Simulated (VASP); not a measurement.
# Ru (Fd-3m) in VASP: a series of runs

The runs below take Ru through single point, with PBE.

All numbers are computed with VASP 6.6.1; they aren't measurements. Logs are shortened: lines on timing, memory, paths and dates and some standing lists are left out, and cuts for length are marked.

## Step 1: The cell of the first run

It takes space group Fd-3m (No. 227, cubic). Conventional cell: a = 4.427 Å, b = 4.427 Å, c = 4.427 Å, α = 90.00°, β = 90.00°, γ = 90.00°. Ru (site symmetry -43m) has 4 Ru at 1.92 Å within 2.5 Å.

## Step 2: Single point, PBE

Input file INCAR:

```
PREC = Accurate
ENCUT = 520
EDIFF = 1E-6
ISMEAR = -1
SIGMA = 0.08
LREAL = False
LASPH = True
NELM = 80
ALGO = Normal
ISIF = 2
LWAVE = False
LCHARG = False
GGA = PE
NBANDS = 21
```

Input file KPOINTS:

```
regular mesh
0
Gamma
  15 15 15
```

Input file POSCAR:

```
Ru
1.0
    0.0000000000      2.2137491696      2.2137491696
    2.2137491696      0.0000000000      2.2137491696
    2.2137491696      2.2137491696      0.0000000000
Ru
2
Direct
   -0.1250000000     -0.1250000000     -0.1250000000
    0.1250000000      0.1250000000      0.1250000000
```

Potentials or basis: VASP PAW PBE potentials, release 64 (Ru_pv).

Run with:

```console
cat potpaw_PBE.64/Ru_pv/POTCAR > POTCAR
mpirun -np 1 vasp_std > vasp.out
```

OUTCAR:

```text
PREC = Accurate
   ENCUT = 520
   EDIFF = 1E-6
   ISMEAR = -1
   LREAL = False
   LASPH = True
   NELM = 80
   ISIF = 2
   GGA = PE

 ion  position               nearest neighbor table
   1  0.875  0.875  0.875-   2 1.92   2 1.92   2 1.92   2 1.92
   2  0.125  0.125  0.125-   1 1.92   1 1.92   1 1.92   1 1.92

  LATTYP: Found a face centered cubic cell.
 ALAT       =     4.4274983392

  Lattice vectors:

 A1 = (   0.0000000000,   2.2137491696,   2.2137491696)
 A2 = (   2.2137491696,   0.0000000000,   2.2137491696)
 A3 = (   2.2137491696,   2.2137491696,   0.0000000000)

Analysis of symmetry for initial positions (statically):
=====================================================================
 Subroutine PRICEL returns:
 Original cell was already a primitive cell.

 Routine SETGRP: Setting up the symmetry group for a
 face centered cubic supercell.

 Subroutine GETGRP returns: Found 48 space group operations
 (whereof 12 operations were pure point group operations)
 out of a pool of 48 trial point group operations.

The static configuration has the point symmetry D_3d.
 The point group associated with its full space group is O_h .

Analysis of symmetry for dynamics (positions and initial velocities):
=====================================================================
 Subroutine PRICEL returns:
 Original cell was already a primitive cell.

 Routine SETGRP: Setting up the symmetry group for a
 face centered cubic supercell.

 Subroutine GETGRP returns: Found 48 space group operations
 (whereof 12 operations were pure point group operations)
 out of a pool of 48 trial point group operations.

The dynamic configuration has the point symmetry D_3d.
 The point group associated with its full space group is O_h .

 Subroutine INISYM returns: Found 48 space group operations
 (whereof 12 operations are pure point group operations),
 and found     1 'primitive' translations

----------------------------------------------------------------------------------------

                                     Primitive cell

  volume of cell :      21.6978

  direct lattice vectors                    reciprocal lattice vectors
     0.000000000  2.213749170  2.213749170    -0.225861180  0.225861180  0.225861180
     2.213749170  0.000000000  2.213749170     0.225861180 -0.225861180  0.225861180
     2.213749170  2.213749170  0.000000000     0.225861180  0.225861180 -0.225861180

  length of vectors
     3.130714099  3.130714099  3.130714099     0.391203039  0.391203039  0.391203039

  position of ions in fractional coordinates (direct lattice)
     0.875000000  0.875000000  0.875000000
     0.125000000  0.125000000  0.125000000

  ion indices of the primitive-cell ions
   primitive index   ion index
                 1           1
                 2           2

----------------------------------------------------------------------------------------

 KPOINTS: regular mesh

Automatic generation of k-mesh.
 Grid dimensions read from file:
 generate k-points for:   15   15   15

 Generating k-lattice:

  Cartesian coordinates                     Fractional coordinates (reciprocal lattice)
    -0.015057412  0.015057412  0.015057412     0.066666667  0.000000000  0.000000000
     0.015057412 -0.015057412  0.015057412     0.000000000  0.066666667  0.000000000
     0.015057412  0.015057412 -0.015057412     0.000000000  0.000000000  0.066666667

  Length of vectors
     0.026080203  0.026080203  0.026080203

  Shift w.r.t. Gamma in fractional coordinates (k-lattice)
     0.000000000  0.000000000  0.000000000

 Subroutine IBZKPT returns following result:
 ===========================================

 Found    120 irreducible k-points:

 Following reciprocal coordinates:
            Coordinates               Weight
  0.000000  0.000000  0.000000      1.000000
  0.066667  0.000000  0.000000      8.000000
  0.133333  0.000000  0.000000      8.000000
  0.200000  0.000000  0.000000      8.000000
  0.266667  0.000000  0.000000      8.000000
  0.333333  0.000000  0.000000      8.000000
[... 16 lines left out ...]
  0.133333  0.133333  0.000000      6.000000
  0.200000  0.133333  0.000000     24.000000
 [... further k-points ...]
   k-points           NKPTS =    120   k-points in BZ     NKDIM =    120   number of bands    NBANDS=     21
   number of dos      NEDOS =    301   number of ions     NIONS =      2
   total plane-waves  NPLWV =  13824
   dimension x,y,z NGX =    24 NGY =   24 NGZ =   24
   dimension x,y,z NGXF=    48 NGYF=   48 NGZF=   48
   ions per type =               2
   NGX,Y,Z   is equivalent  to a cutoff of  12.74, 12.74, 12.74 a.u.
   NGXF,Y,Z  is equivalent  to a cutoff of  25.49, 25.49, 25.49 a.u.
 SYSTEM =  unknown system
   PREC   = accura    normal or accurate (medium, high low for compatibility)
   ISTART =      0    job   : 0-new  1-cont  2-samecut
   ICHARG =      2    charge: 1-file 2-atom 10-const
   ISPIN  =      1    spin polarized calculation?
   LNONCOLLINEAR =      F non collinear calculations
   LSORBIT =      F    spin-orbit coupling
   LASPH  =      T    aspherical Exc in radial PAW
   ENCUT  =  520.0 eV  38.22 Ry    6.18 a.u.   5.82  5.82  5.82*2*pi/ulx,y,z
   NELM   =     80;   NELMIN=  2; NELMDL= -5     # of ELM steps
   EDIFF  = 0.1E-05   stopping-criterion for ELM
   LREAL  =      F    real-space projection
   EDIFFG = 0.1E-04   stopping-criterion for IOM
   NSW    =      0    number of steps for IOM
   IBRION =     -1    ionic relax: 0-MD 1-quasi-New 2-CG
   NFREE  =      0    steps in history (QN), initial steepest desc. (CG)
   ISIF   =      2    stress and relaxation
   ISYM   =      2    0-nonsym 1-usesym 2-fastsym
   POTIM  = 0.5000    time-step for ionic-motion
   TEBEG  =    0.0;   TEEND  =   0.0 temperature during run
   PSTRESS=    0.0 pullay stress
   NELECT =      28.0000    total number of electrons
   NUPDOWN=      -1.0000    fix difference up-down
   EMIN   =  10.00;   EMAX   =-10.00  energy-range for DOS
   EFERMI =   0.00;   METHOD = LEGACY
   ISMEAR =    -1;   SIGMA  =   0.08  broadening in eV -4-tet -1-fermi 0-gaus
   EFERMI_NEDOS =   21; number of points for ismear=-14 and -15
   IALGO  =     38    algorithm
   IMIX   =      4    mixing-type and parameters
     AMIX     =   0.40;   BMIX     =  1.00
     AMIX_MAG =   1.60;   BMIX_MAG =  1.00
  volume/ion in A,a.u.               =      10.85        73.21
  Fermi-wavevector in a.u.,A,eV,Ry     =   1.782334  3.368123 43.221826  3.176715
  Thomas-Fermi vector in A             =   2.846744
   LORBIT       =      0    0 simple, 1 ext, 2 COOP (PROOUT), +10 PAW based schemes
   GGA     = PE    functional components
   LHFCALC =     F    Hartree Fock is set to
   AEXX    =    0.0000 exact exchange contribution
   IVDW    =     0    specifies the selected vdW correction
   LEPSILON=     F    determine dielectric tensor
   LRPA    =     F    only Hartree local field effects (RPA)
 non-spin polarized calculation
  energy-cutoff  :      520.00
  volume of cell :       21.70
 maximum number of plane-waves:       596
   NGX = 11   NGY = 11   NGZ = 11

 number of electron      27.9999989 magnetization

 Free energy of the ion-electron system (eV)
  ---------------------------------------------------
  ext. energy  EPLUGINS =         0.00000000
  ---------------------------------------------------
  free energy    TOTEN  =        -1.67826826 eV

  energy without entropy =       -1.65426505  energy(sigma->0) =       -1.66626665

 E-fermi :  17.7948     XC(G=0): -15.0569

 val. band max:       17.7851225425   @ k =   0.2667   0.1333   0.0000
 cond. band min:      17.7977266381   @ k =   0.2667   0.2000   0.0000
 fundamental gap:      0.0126040956
 Fermi energy:        17.7948194548

 k-point     1 :       0.0000    0.0000    0.0000
  band No.  band energies     occupation
      1     -28.7456      2.00000
      2     -28.7456      2.00000
      3     -28.7456      2.00000
      4     -24.8448      2.00000
      5     -24.8448      2.00000
      6     -24.8448      2.00000
[... 13 lines left out ...]
     20      31.3069      0.00000
     21      32.2120      0.00000

 k-point     2 :       0.0667    0.0000    0.0000
  band No.  band energies     occupation
      1     -28.7707      2.00000
      2     -28.7707      2.00000
      3     -28.7463      2.00000
      4     -24.8320      2.00000
      5     -24.8123      2.00000
      6     -24.8123      2.00000
[... 13 lines left out ...]
     20      30.4873      0.00000
     21      32.2736      0.00000

 k-point     3 :       0.1333    0.0000    0.0000
  band No.  band energies     occupation
      1     -28.8394      2.00000
      2     -28.8394      2.00000
      3     -28.7498      2.00000
      4     -24.7934      2.00000
      5     -24.7224      2.00000
      6     -24.7224      2.00000
[... 13 lines left out ...]
     20      29.8053      0.00000
     21      32.4761      0.00000

 k-point     4 :       0.2000    0.0000    0.0000
  band No.  band energies     occupation
      1     -28.9356      2.00000
      2     -28.9356      2.00000
      3     -28.7587      2.00000
      4     -24.7302      2.00000
      5     -24.5952      2.00000
      6     -24.5952      2.00000
[... 13 lines left out ...]
     20      29.4687      0.00000
     21      32.8555      0.00000

 k-point     5 :       0.2667    0.0000    0.0000
  band No.  band energies     occupation
      1     -29.0395      2.00000
      2     -29.0395      2.00000
      3     -28.7742      2.00000
      4     -24.6487      2.00000
      5     -24.4555      2.00000
      6     -24.4555      2.00000
[... 13 lines left out ...]
     20      29.1841      0.00000
     21      31.8846      0.00000

 k-point     6 :       0.3333    0.0000    0.0000
  band No.  band energies     occupation
      1     -29.1334      2.00000
      2     -29.1334      2.00000
      3     -28.7939      2.00000
      4     -24.5620      2.00000
      5     -24.3275      2.00000
      6     -24.3275      2.00000
[... 13 lines left out ...]
     20      28.4462      0.00000
     21      30.3903      0.00000

 k-point     7 :       0.4000    0.0000    0.0000
  band No.  band energies     occupation
      1     -29.2036      2.00000
      2     -29.2036      2.00000
      3     -28.8125      2.00000
      4     -24.4886      2.00000
      5     -24.2308      2.00000
      6     -24.2308      2.00000
[... 13 lines left out ...]
     20      28.4222      0.00000
     21      30.1722      0.00000
[... 291 lines left out ...]
      1     -29.1033      2.00000
      2     -28.9456      2.00000
      3     -28.6717      2.00000
      4     -24.7995      2.00000
      5     -24.5793      2.00000
      6     -24.3866      2.00000
[... 13 lines left out ...]
     20      29.5013      0.00000
     21      32.5639      0.00000

 k-point    21 :      -0.1333    0.0667    0.0000
  band No.  band energies     occupation
      1     -28.9765      2.00000
      2     -28.8522      2.00000
      3     -28.6924      2.00000
      4     -24.8337      2.00000
      5     -24.7036      2.00000
      6     -24.5515      2.00000
[... 13 lines left out ...]
     20      29.6449      0.00000
     21      32.5142      0.00000

 k-point    22 :      -0.0667    0.0667    0.0000
  band No.  band energies     occupation
      1     -28.8582      2.00000
      2     -28.7888      2.00000
      3     -28.7193      2.00000
      4     -24.8444      2.00000
      5     -24.7875      2.00000
      6     -24.7022      2.00000
[... 13 lines left out ...]
     20      30.0006      0.00000
     21      32.3458      0.00000

 k-point    23 :       0.1333    0.1333    0.0000
  band No.  band energies     occupation
      1     -28.9534      2.00000
      2     -28.9534      2.00000
      3     -28.5569      2.00000
      4     -25.0164      2.00000
      5     -24.5758      2.00000
      6     -24.5758      2.00000
[... 13 lines left out ...]
     20      29.3755      0.00000
     21      32.5245      0.00000

 k-point    24 :       0.2000    0.1333    0.0000
  band No.  band energies     occupation
      1     -29.0561      2.00000
      2     -29.0537      2.00000
      3     -28.4749      2.00000
      4     -25.0773      2.00000
      5     -24.4425      2.00000
      6     -24.4402      2.00000
[... 13 lines left out ...]
     20      29.1737      0.00000
     21      32.4304      0.00000

 [... further k-points ...]

------------------------ aborting loop because EDIFF is reached ----------------------------------------

  FORCE on cell =-STRESS in cart. coord.  units (eV):
  Direction    XX          YY          ZZ          XY          YZ          ZX
  --------------------------------------------------------------------------------------
  -------------------------------------------------------------------------------------
  Total       57.4050700     57.4050700     57.4050700     -0.0000000      0.0000000     -0.0000000
  in kB     4238.8261369   4238.8261369   4238.8261369     -0.0000000      0.0000000     -0.0000000
  external PRESSURE =    4238.8261369 kB  Pullay stress =       0.0000000 kB

 VOLUME and BASIS-vectors are now :
 -----------------------------------------------------------------------------
  energy-cutoff  :      520.00
  volume of cell :       21.70
      direct lattice vectors                 reciprocal lattice vectors
     0.000000000  2.213749170  2.213749170    -0.225861180  0.225861180  0.225861180
     2.213749170  0.000000000  2.213749170     0.225861180 -0.225861180  0.225861180
     2.213749170  2.213749170  0.000000000     0.225861180  0.225861180 -0.225861180

 POSITION                                       TOTAL-FORCE (eV/Angst)
 -----------------------------------------------------------------------------------
      3.87406      3.87406      3.87406         0.000000      0.000000      0.000000
      0.55344      0.55344      0.55344        -0.000000     -0.000000     -0.000000
 -----------------------------------------------------------------------------------
    total drift:                                0.000000      0.000000      0.000000

  FREE ENERGIE OF THE ION-ELECTRON SYSTEM (eV)
  ---------------------------------------------------
  free  energy   TOTEN  =        -1.6782682593 eV

  energy  without entropy=       -1.6542650488  energy(sigma->0) =       -1.66626665
```

Run time: 30 s. Hardware: 1 thread of Intel Xeon 6975P-C (Granite Rapids), shared host; peak memory 0.17 GiB.

What came out:

```
Free energy            : -1.6783 eV
Pressure               : 423.9 GPa
Band gap on the k mesh : zero (band 14 reaches 18.89 eV, above the bottom of band 15 at 17.07 eV)
```

## Step 3: Single point, PBE

INCAR: that of step 2 with these lines changed.

```diff
@@ -7,3 +7,3 @@
 LASPH = True
-NELM = 80
+NELM = 100
 ALGO = Normal
```

KPOINTS is that of step 2.

Input file POSCAR:

```
Ru
1.0
    0.0000000000      2.2130404139      2.2130404139
    2.2130404139      0.0000000000      2.2130404139
    2.2130404139      2.2130404139      0.0000000000
Ru
2
Direct
   -0.1250000000     -0.1250000000     -0.1250000000
    0.1250000000      0.1250000000      0.1250000000
```

Potentials or basis: VASP PAW PBE potentials, release 64 (Ru_pv).

Run with:

```console
cat potpaw_PBE.64/Ru_pv/POTCAR > POTCAR
mpirun -np 1 vasp_std > vasp.out
```

OUTCAR:

```text
PREC = Accurate
   ENCUT = 520
   EDIFF = 1E-6
   ISMEAR = -1
   LREAL = False
   LASPH = True
   NELM = 100
   ISIF = 2
   GGA = PE

 ion  position               nearest neighbor table
   1  0.875  0.875  0.875-   2 1.92   2 1.92   2 1.92   2 1.92
   2  0.125  0.125  0.125-   1 1.92   1 1.92   1 1.92   1 1.92

  LATTYP: Found a face centered cubic cell.
 ALAT       =     4.4260808278

  Lattice vectors:

 A1 = (   0.0000000000,   2.2130404139,   2.2130404139)
 A2 = (   2.2130404139,   0.0000000000,   2.2130404139)
 A3 = (   2.2130404139,   2.2130404139,   0.0000000000)

Analysis of symmetry for initial positions (statically):
=====================================================================
 Subroutine PRICEL returns:
 Original cell was already a primitive cell.

 Routine SETGRP: Setting up the symmetry group for a
 face centered cubic supercell.

 Subroutine GETGRP returns: Found 48 space group operations
 (whereof 12 operations were pure point group operations)
 out of a pool of 48 trial point group operations.

[... 158 lines left out ...]
  ---------------------------------------------------
  free energy    TOTEN  =        -1.62303535 eV

  energy without entropy =       -1.59901960  energy(sigma->0) =       -1.61102748

 E-fermi :  17.8162     XC(G=0): -15.0632

 val. band max:       17.8067072938   @ k =   0.2667   0.1333   0.0000
 cond. band min:      17.8188253661   @ k =   0.2667   0.2000   0.0000
 fundamental gap:      0.0121180724
 Fermi energy:        17.8162464895

 k-point     1 :       0.0000    0.0000    0.0000
  band No.  band energies     occupation
      1     -28.7333      2.00000
      2     -28.7333      2.00000
      3     -28.7333      2.00000
      4     -24.8250      2.00000
      5     -24.8250      2.00000
      6     -24.8250      2.00000
[... 565 lines left out ...]
     20      29.1954      0.00000
     21      32.4555      0.00000

 [... further k-points ...]

------------------------ aborting loop because EDIFF is reached ----------------------------------------

  FORCE on cell =-STRESS in cart. coord.  units (eV):
  Direction    XX          YY          ZZ          XY          YZ          ZX
  --------------------------------------------------------------------------------------
  -------------------------------------------------------------------------------------
  Total       57.5445275     57.5445275     57.5445275     -0.0000000     -0.0000000      0.0000000
  in kB     4253.2075877   4253.2075877   4253.2075877     -0.0000000     -0.0000000      0.0000000
  external PRESSURE =    4253.2075877 kB  Pullay stress =       0.0000000 kB

 VOLUME and BASIS-vectors are now :
 -----------------------------------------------------------------------------
  energy-cutoff  :      520.00
  volume of cell :       21.68
      direct lattice vectors                 reciprocal lattice vectors
     0.000000000  2.213040414  2.213040414    -0.225933515  0.225933515  0.225933515
     2.213040414  0.000000000  2.213040414     0.225933515 -0.225933515  0.225933515
     2.213040414  2.213040414  0.000000000     0.225933515  0.225933515 -0.225933515

 POSITION                                       TOTAL-FORCE (eV/Angst)
 -----------------------------------------------------------------------------------
      3.87282      3.87282      3.87282        -0.000000     -0.000000     -0.000000
      0.55326      0.55326      0.55326         0.000000      0.000000      0.000000
 -----------------------------------------------------------------------------------
    total drift:                                0.000000      0.000000      0.000000

  FREE ENERGIE OF THE ION-ELECTRON SYSTEM (eV)
  ---------------------------------------------------
  free  energy   TOTEN  =        -1.6230353526 eV

  energy  without entropy=       -1.5990196015  energy(sigma->0) =       -1.61102748
```

Wall time 30 s (1 thread of Intel Xeon 6975P-C (Granite Rapids), shared host); peak memory 0.16 GiB.

Results:

```yaml
Free_energy: -1.6230 eV
Pressure: 425.3 GPa
Band_gap_on_the_k_mesh: zero (band 14 reaches 18.91 eV, above the bottom of band 15 at 17.09 eV)
```
